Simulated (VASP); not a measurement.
A run of VASP 6.6.1:

Contents of INCAR:

```
SYSTEM = Ge2Sb
  PREC = Accurate
  ENCUT = 600
  EDIFF = 1E-6
  ISMEAR = 0
  SIGMA = 0.1
  LREAL = .False.
  LASPH = .True.
  NELM = 100
  ALGO = Normal
  ISIF = 3
  LWAVE = .False.
  LCHARG = .False.
  GGA = PE
  IBRION = 2
  NSW = 100
  EDIFFG = -0.01
```

KPOINTS

```
Automatic mesh
0
Gamma
  12 12 12
  0 0 0
```

POSCAR

```
Ge2Sb
1.0
    0.0000000000      3.3905155081      3.3905155081
    3.3905155081      0.0000000000      3.3905155081
    3.3905155081      3.3905155081      0.0000000000
Ge Sb
2 1
Direct
    0.7500000000      0.7500000000      0.7500000000
    0.5000000000      0.5000000000      0.5000000000
    0.0000000000      0.0000000000      0.0000000000
```

Potentials or basis: VASP PAW PBE potentials, release 64 (Ge_d, Sb).

Run with:

```bash
$ cat potpaw_PBE.64/Ge_d/POTCAR potpaw_PBE.64/Sb/POTCAR > POTCAR
$ mpirun -np 1 vasp_std > vasp.out
```

Hardware: 1 thread of Intel(R) Xeon(R) Platinum 8259CL CPU @ 2.50GHz (Skylake/Cascade Lake), on a shared host.

Q: How long does it take, and how much memory?

A: Run time: 5.8 min on 1 thread of Intel(R) Xeon(R) Platinum 8259CL CPU @ 2.50GHz (Skylake/Cascade Lake), with other jobs on the host, peak memory 0.33 GiB. Counts: scf iterations 28, k points 72, ion steps 3.
